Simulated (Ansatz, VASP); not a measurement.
**Two plane-wave programs on TaAs**

```
Ta As
1.0
     3.74853    0.00000    0.00000
    -1.87427    3.24632    0.00000
     0.00000    0.00000    6.00314
Ta As
2 2
Direct
  0.33333 0.66667 0.00000
  0.66667 0.33333 0.50000
  0.33333 0.66667 0.38210
  0.66667 0.33333 0.88210
```

Alike in both runs: task relaxation of cell and atoms; functional PBE; k mesh 6 × 6 × 4; occupations gaussian, width 0.1 eV; no spin polarisation.

|  | VASP | Ansatz |
| --- | --- | --- |
| version | VASP 6.6.1 | Ansatz 0.2.0 |
| potentials or method | VASP PAW PBE potentials, release 64 (Ta_pv, As), cutoff 600 eV | scalar-relativistic, plane waves, PAW |
| valence electrons in the cell | 32 | 56 |

VASP gave:

- gap on the k mesh at the Fermi level, each at its own relaxed structure (eV): none
- relaxed volume (Å³/atom): 20.60
- relaxed length of the cell vector where the two differ most in proportion (Å): 8.463

Task: Estimate Ansatz's values.

Result: gap on the k mesh at the Fermi level, each at its own relaxed structure (eV): none; relaxed volume (Å³/atom): 20.60; relaxed length of the cell vector where the two differ most in proportion (Å): 8.442.

A gap of «none» marks a metal or a gap that the smearing closes. VASP's potentials hold 32 valence electrons a cell and Ansatz's 56, so a difference there can come from the potentials and not from the codes.

Neither program's run includes spin-orbit coupling.
